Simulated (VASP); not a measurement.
# Os4C (F-43m) in VASP: relaxation of cell and atoms with PBE

Aim: the relaxation of cell and atoms of Os4C with PBE.

Everything below comes from runs of VASP 6.6.1. Logs are shortened: lines on timing, memory, paths and dates and some standing lists are left out, and cuts for length are marked.

**1. The cell of the first run**

The structure is cubic, space group F-43m (No. 216). Conventional cell: a = 7.962 Å, b = 7.962 Å, c = 7.962 Å, α = 90.00°, β = 90.00°, γ = 90.00°. Os (site symmetry 3m) has 1 C at 1.91 Å and 3 Os at 2.51 Å within 2.6 Å. C (site symmetry -43m) has 4 Os at 1.91 Å within 2.5 Å.

The cell was generated, and may not be a known phase.

**2. Relaxation of cell and atoms, PBE**

INCAR

```
PREC = Accurate ; ENCUT = 600
EDIFF = 1E-6 ; ISMEAR = 0
SIGMA = 0.1 ; LREAL = F
LASPH = T ; NELM = 60
ALGO = Normal ; ISIF = 3
LWAVE = F ; LCHARG = F
GGA = PE ; IBRION = 2
NSW = 100 ; EDIFFG = -0.01
```

KPOINTS

```
Automatic mesh
0
Gamma
  8 8 8
```

POSCAR

```
Os4C
1.0
    0.0000000000      3.9809977546      3.9809977546
    3.9809977546      0.0000000000      3.9809977546
    3.9809977546      3.9809977546      0.0000000000
Os C
4 1
Direct
    0.6115560293      0.1653319120      0.6115560293
    0.6115560293      0.6115560293      0.6115560293
    0.1653319120      0.6115560293      0.6115560293
    0.6115560293      0.6115560293      0.1653319120
    0.7500000000      0.7500000000      0.7500000000
```

Potentials or basis: VASP PAW PBE potentials, release 64 (Os, C).

Command:

```bash
cat potpaw_PBE.64/Os/POTCAR potpaw_PBE.64/C/POTCAR > POTCAR
mpirun -np 1 vasp_std > vasp.out
```

OUTCAR:

```text
PREC = Accurate
   ENCUT = 600
   EDIFF = 1E-6
   ISMEAR = 0
   LREAL = F
   LASPH = T
   NELM = 60
   ISIF = 3
   GGA = PE
   IBRION = 2
   NSW = 100
   EDIFFG = -0.01

 ion  position               nearest neighbor table
   1  0.612  0.165  0.612-   5 1.91   3 2.51   4 2.51   2 2.51   3 3.12   4 3.12   2 3.12
   2  0.612  0.612  0.612-   5 1.91   3 2.51   4 2.51   1 2.51   1 3.12   4 3.12   3 3.12
   3  0.165  0.612  0.612-   5 1.91   2 2.51   4 2.51   1 2.51   1 3.12   4 3.12   2 3.12
   4  0.612  0.612  0.165-   5 1.91   2 2.51   3 2.51   1 2.51   3 3.12   1 3.12   2 3.12
   5  0.750  0.750  0.750-   1 1.91   3 1.91   4 1.91   2 1.91

  LATTYP: Found a face centered cubic cell.
 ALAT       =     7.9619955092

  Lattice vectors:

 A1 = (   0.0000000000,   3.9809977546,   3.9809977546)
 A2 = (   3.9809977546,   0.0000000000,   3.9809977546)
 A3 = (   3.9809977546,   3.9809977546,   0.0000000000)

Analysis of symmetry for initial positions (statically):
=====================================================================
 Subroutine PRICEL returns:
 Original cell was already a primitive cell.

 Routine SETGRP: Setting up the symmetry group for a
 face centered cubic supercell.

 Subroutine GETGRP returns: Found 24 space group operations
 (whereof 24 operations were pure point group operations)
 out of a pool of 48 trial point group operations.

The static configuration has the point symmetry T_d .

Analysis of symmetry for dynamics (positions and initial velocities):
=====================================================================
 Subroutine PRICEL returns:
 Original cell was already a primitive cell.

 Routine SETGRP: Setting up the symmetry group for a
 face centered cubic supercell.

 Subroutine GETGRP returns: Found 24 space group operations
 (whereof 24 operations were pure point group operations)
 out of a pool of 48 trial point group operations.

The dynamic configuration has the point symmetry T_d .

 Subroutine INISYM returns: Found 24 space group operations
 (whereof 24 operations are pure point group operations),
 and found     1 'primitive' translations

----------------------------------------------------------------------------------------

                                     Primitive cell

  volume of cell :     126.1844

  direct lattice vectors                    reciprocal lattice vectors
     0.000000000  3.980997755  3.980997755    -0.125596655  0.125596655  0.125596655
     3.980997755  0.000000000  3.980997755     0.125596655 -0.125596655  0.125596655
[... 101 lines left out ...]
   PSTRESS=    0.0 pullay stress
   NELECT =      36.0000    total number of electrons
   NUPDOWN=      -1.0000    fix difference up-down
   EMIN   =  10.00;   EMAX   =-10.00  energy-range for DOS
   EFERMI =   0.00;   METHOD = LEGACY
   ISMEAR =     0;   SIGMA  =   0.10  broadening in eV -4-tet -1-fermi 0-gaus
   EFERMI_NEDOS =   21; number of points for ismear=-14 and -15
   IALGO  =     38    algorithm
   IMIX   =      4    mixing-type and parameters
     AMIX     =   0.40;   BMIX     =  1.00
     AMIX_MAG =   1.60;   BMIX_MAG =  1.00
  volume/ion in A,a.u.               =      25.24       170.31
  Fermi-wavevector in a.u.,A,eV,Ry     =   1.077723  2.036601 15.802982  1.161486
  Thomas-Fermi vector in A             =   2.213642
   LORBIT       =      0    0 simple, 1 ext, 2 COOP (PROOUT), +10 PAW based schemes
   GGA     = PE    functional components
   LHFCALC =     F    Hartree Fock is set to
   AEXX    =    0.0000 exact exchange contribution
   IVDW    =     0    specifies the selected vdW correction
   LEPSILON=     F    determine dielectric tensor
   LRPA    =     F    only Hartree local field effects (RPA)
 conjugate gradient relaxation of ions
 non-spin polarized calculation
 Gauss-broadening in eV      SIGMA  =   0.10
  energy-cutoff  :      600.00
  volume of cell :      126.18
 maximum number of plane-waves:      4279
 NGX is ok and might be reduce to    48
   NGX = 23   NGY = 23   NGZ = 23

--------------------------------------- Ionic step        1  -------------------------------------------

 number of electron      36.0000000 magnetization

 Free energy of the ion-electron system (eV)
  ---------------------------------------------------
  ext. energy  EPLUGINS =         0.00000000
  ---------------------------------------------------
  free energy    TOTEN  =       -42.55076204 eV

  energy without entropy =      -42.51319994  energy(sigma->0) =      -42.53198099

------------------------ aborting loop because EDIFF is reached ----------------------------------------

  FORCE on cell =-STRESS in cart. coord.  units (eV):
  Direction    XX          YY          ZZ          XY          YZ          ZX
  --------------------------------------------------------------------------------------
  -------------------------------------------------------------------------------------
  Total        0.5065109      0.5065109      0.5065109      0.0000000      0.0000000      0.0000000
  in kB        6.4312236      6.4312236      6.4312236      0.0000000      0.0000000      0.0000000
  external PRESSURE =       6.4312236 kB  Pullay stress =       0.0000000 kB
[... 65 lines left out ...]
--------------------------------------- Ionic step        3  -------------------------------------------

 number of electron      36.0000000 magnetization

 Free energy of the ion-electron system (eV)
  ---------------------------------------------------
  ext. energy  EPLUGINS =         0.00000000
  ---------------------------------------------------
  free energy    TOTEN  =       -42.55538694 eV

  energy without entropy =      -42.51646460  energy(sigma->0) =      -42.53592577

 E-fermi :   1.5211     XC(G=0):  -9.2774

 val. band max:        1.4986084611   @ k =   0.5000   0.3750   0.1250
 cond. band min:       1.5230657608   @ k =  -0.2500   0.3750   0.1250
 fundamental gap:      0.0244572998
 Fermi energy:         1.5210528498

 k-point     1 :       0.0000    0.0000    0.0000
  band No.  band energies     occupation
      1     -11.3590      2.00000
      2      -5.0715      2.00000
      3      -5.0715      2.00000
      4      -5.0715      2.00000
      5      -2.6478      2.00000
      6      -1.9806      2.00000
[... 589 lines left out ...]
     21       1.9199      0.00000
     22       2.0864      0.00000

 [... further k-points ...]

------------------------ aborting loop because EDIFF is reached ----------------------------------------

  FORCE on cell =-STRESS in cart. coord.  units (eV):
  Direction    XX          YY          ZZ          XY          YZ          ZX
  --------------------------------------------------------------------------------------
  -------------------------------------------------------------------------------------
  Total        0.0083928      0.0083928      0.0083928      0.0000000     -0.0000000      0.0000000
  in kB        0.1058756      0.1058756      0.1058756      0.0000000     -0.0000000      0.0000000
  external PRESSURE =       0.1058756 kB  Pullay stress =       0.0000000 kB
[... 20 lines left out ...]
  FREE ENERGIE OF THE ION-ELECTRON SYSTEM (eV)
  ---------------------------------------------------
  free  energy   TOTEN  =       -42.5553869398 eV

  energy  without entropy=      -42.5164646030  energy(sigma->0) =      -42.53592577

 reached required accuracy - stopping structural energy minimisation
```

OSZICAR:

```text
N       E                     dE             d eps       ncg     rms          rms(c)
DAV:   1     0.263975201109E+03    0.26398E+03   -0.17038E+04  1276   0.161E+03
DAV:   2    -0.999610297571E+01   -0.27397E+03   -0.26211E+03  1366   0.464E+02
DAV:   3    -0.462757540020E+02   -0.36280E+02   -0.34969E+02  2000   0.123E+02
[... 27 lines left out ...]
DAV:   3    -0.425553431821E+02    0.13751E-02   -0.16625E-02  1912   0.807E-01    0.111E-01
DAV:   4    -0.425553284398E+02    0.14742E-04   -0.14580E-03  1878   0.236E-01    0.678E-02
DAV:   5    -0.425553773701E+02   -0.48930E-04   -0.27763E-04  1982   0.112E-01    0.408E-02
DAV:   6    -0.425553870520E+02   -0.96819E-05   -0.14643E-04  1650   0.663E-02    0.491E-03
DAV:   7    -0.425553869398E+02    0.11213E-06   -0.85340E-06  1656   0.185E-02
   3 F= -.42555387E+02 E0= -.42535926E+02  d E =-.462490E-02
```

Run time: 12 min. Hardware: 1 thread of Intel Xeon 8259CL, shared host; peak memory 0.39 GiB.

What came out:

| Quantity | Value |
| --- | --- |
| Free energy | -42.5554 eV |
| Relaxed volume | 25.40 Å³/atom |
| Relaxed cell | a = 5.642 Å, b = 5.642 Å, c = 5.642 Å, α = 60.00°, β = 60.00°, γ = 60.00° |
| Space group after relaxing (to 0.1 Å) | F-43m (No. 216) |
| Energy gained by relaxing | 0.9 meV/atom |
| Ionic steps | 3 |
| Pressure after relaxing | 0.0 GPa |
| Largest force after relaxing | 0.003 eV/Å |
| Band gap on the k mesh | zero (bands 18 and 19 overlap by 0.58 eV) |

Forces on the atoms (eV/Å):
```
Os  -0.002  0.002 -0.002
Os   0.002  0.002  0.002
Os   0.002 -0.002 -0.002
Os  -0.002 -0.002  0.002
C    0.000  0.000  0.000
```

Step by step:
```tsv
step	energy change (eV)	largest force (eV/Å)	pressure (GPa)	volume (Å³)
1	0.0000	0.2655	0.64	126.18
2	0.0024	0.3226	-0.72	128.04
3	-0.0046	0.0033	0.01	127.01
```

Final structure:
```xyz
5
Lattice="0.0000 3.9896 3.9896 3.9896 0.0000 3.9896 3.9896 3.9896 0.0000" Properties=species:S:1:pos:R:3 pbc="T T T"
Os    3.1028    4.8764    3.1028
Os    4.8764    4.8764    4.8764
Os    4.8764    3.1028    3.1028
Os    3.1028    3.1028    4.8764
C     5.9844    5.9844    5.9844
```

Caveat: spin-orbit coupling is left out, which moves the levels of the heavy elements.

The gap in the log of VASP goes by the Fermi energy; the results here count the filled bands.